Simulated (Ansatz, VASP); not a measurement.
**AlNi: VASP beside Ansatz**

```
Al Ni
1.0
     2.24353   -2.24347    0.00000
     2.24353    2.24347    0.00000
     0.00000    0.00000    2.86887
Al Ni
1 1
Direct
  0.00000 0.00000 0.00000
  0.50000 0.50000 0.50000
```

Change from the starting cell: normal strain along x +0.1100, normal strain along y +0.1100.

Alike in both runs: task single point; functional PBEsol; k mesh 16 × 16 × 16; occupations gaussian, width 0.15 eV; no spin polarisation.

|  | VASP | Ansatz |
| --- | --- | --- |
| version | VASP 6.6.1 | Ansatz 0.2.0 |
| potentials or method | VASP PAW PBE potentials, release 64 (Al, Ni), cutoff 520 eV | scalar-relativistic, plane waves, PAW |
| valence electrons in the cell | 13 | 21 |

|  | VASP | Ansatz | Ansatz less VASP |
| --- | --- | --- | --- |
| gap on the k mesh at the Fermi level (eV) | none | none | - |
| pressure (GPa) | -22.2 | -22.4 | -0.19 |
| traceless stress, the component that is largest in VASP (GPa) | 3.65 | 3.56 | -0.086 |

VASP's potentials were made for PBE, not for PBEsol, and Ansatz warns of the same on its side. A gap of «none» marks a metal or a gap that the smearing closes. The functional is the same, so the differences come from potentials, cutoffs and numerics. VASP's potentials hold 13 valence electrons a cell and Ansatz's 21, so a difference there can come from the potentials and not from the codes. Ansatz's warnings: near symmetry operations not taken.
